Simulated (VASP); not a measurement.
Here is a VASP 6.6.1 calculation.

Contents of INCAR:

```
ALGO = Normal ; EDIFF = 1E-6
ENCUT = 520 ; GGA = PE
ISIF = 2 ; ISMEAR = 0
LASPH = True ; LCHARG = True
LELF = True ; LREAL = False
LVHAR = True ; LWAVE = False
NBANDS = 39 ; NELM = 80
PREC = Accurate ; SIGMA = 0.1
```

KPOINTS

```
k-points
0
Gamma
  4 4 4
```

Contents of POSCAR:

```
Sn3GeSe
1.0
    5.3977249831      0.0000000000      0.0000000000
    0.0000000000      5.3977249831      0.0000000000
    0.0000000000      0.0000000000      5.3977249831
Sn Ge Se
3 1 1
Direct
    0.5000000000      0.0000000000      0.0000000000
    0.0000000000      0.5000000000      0.0000000000
    0.0000000000      0.0000000000      0.5000000000
    0.0000000000      0.0000000000      0.0000000000
    0.5000000000      0.5000000000      0.5000000000
```

Potentials or basis: VASP PAW PBE potentials, release 64 (Sn_d, Ge_d, Se).

The run is started by

```sh
$ cat potpaw_PBE.64/Sn_d/POTCAR potpaw_PBE.64/Ge_d/POTCAR potpaw_PBE.64/Se/POTCAR > POTCAR
$ mpirun -np 1 vasp_std > vasp.out
```

(1) Estimate the pressure.

(2) What does it give for the band gap on the k mesh?

## Answers

(1) 0.0 GPa.

(2) zero (band 31 reaches 5.58 eV, above the bottom of band 32 at 4.70 eV).

Caveat: spin-orbit coupling is left out, which moves the levels of the heavy elements.
